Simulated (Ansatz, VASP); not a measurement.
AlIn3Sb4: VASP beside Ansatz

The input INCAR:

```
ALGO = Fast
EDIFF = 1E-7
EDIFFG = -0.01
ENCUT = 600
GGA = PE
IBRION = 2
ISIF = 3
ISMEAR = 0
LASPH = T
LCHARG = F
LREAL = F
LWAVE = F
NELM = 100
NSW = 100
PREC = Accurate
SIGMA = 0.1
```

The input KPOINTS:

```
k-points
0
Gamma
  8 8 8
```

The input POSCAR:

```
AlIn3Sb4
1.0
   -3.2634037000      3.2634037000      6.5252005000
    3.2634037000     -3.2634037000      6.5252005000
    3.2634037000      3.2634037000     -6.5252005000
Al In Sb
1 3 4
Direct
    0.0000000000      0.0000000000      0.0000000000
    0.7500000000      0.2500000000      0.5000000000
    0.5000000000      0.5000000000      0.0000000000
    0.2500000000      0.7500000000      0.5000000000
    0.3595960000      0.3595960000      0.4779690000
    0.1183730000      0.6404040000      0.0000000000
    0.8816270000      0.8816270000      0.5220310000
    0.6404040000      0.1183730000      0.0000000000
```

Input for Ansatz:

```yaml
crystal:
  lattice:
    - [-3.2634037, 3.2634037, 6.5252005]
    - [3.2634037, -3.2634037, 6.5252005]
    - [3.2634037, 3.2634037, -6.5252005]
  atoms:
    - { symbol: Al, position: [0.0, 0.0, 0.0] }
    - { symbol: In, position: [0.75, 0.25, 0.5] }
    - { symbol: In, position: [0.5, 0.5, 0.0] }
    - { symbol: In, position: [0.25, 0.75, 0.5] }
    - { symbol: Sb, position: [0.359596, 0.359596, 0.477969] }
    - { symbol: Sb, position: [0.118373, 0.640404, 0.0] }
    - { symbol: Sb, position: [0.881627, 0.881627, 0.522031] }
    - { symbol: Sb, position: [0.640404, 0.118373, 0.0] }
basis:
  ecutwfc: 420
kpoints:
  mp_grid: { grid: [8, 8, 8] }
hamiltonian:
  xc: pbe
scf:
  occupations: { method: gaussian, width: 0.1 }
output:
  forces: true
  stress: true
  eigenvalues: true
relax:
  adjacent_minimum: "off"
  f_tol: 0.01
  max_steps: 80
  cell: { stress_tol: 0.05 }
```

Alike in both runs: task relaxation of cell and atoms; functional PBE; k mesh 8 × 8 × 8; occupations gaussian, width 0.1 eV; no spin polarisation.

|  | VASP | Ansatz |
| --- | --- | --- |
| version | VASP 6.6.1 | Ansatz 0.2.0 |
| potentials or method | VASP PAW PBE potentials, release 64 (Al, In_d, Sb), cutoff 600 eV | scalar-relativistic, plane waves, PAW |
| valence electrons in the cell | 62 | 102 |

VASP gave:

```
gap on the k mesh at the Fermi level, each at its own relaxed structure (eV) : none
relaxed volume (Å³/atom)                                                     : 34.82
relaxed length of the cell vector where the two differ most in proportion (Å)              : 7.998
```

Question: Which values does Ansatz return?

Answer: gap on the k mesh at the Fermi level, each at its own relaxed structure (eV): none; relaxed volume (Å³/atom): 34.75; relaxed length of the cell vector where the two differ most in proportion (Å): 7.992.

A gap of «none» marks a metal or a gap that the smearing closes. VASP's potentials hold 62 valence electrons a cell and Ansatz's 102, so a difference there can come from the potentials and not from the codes.

Spin-orbit coupling is off throughout.
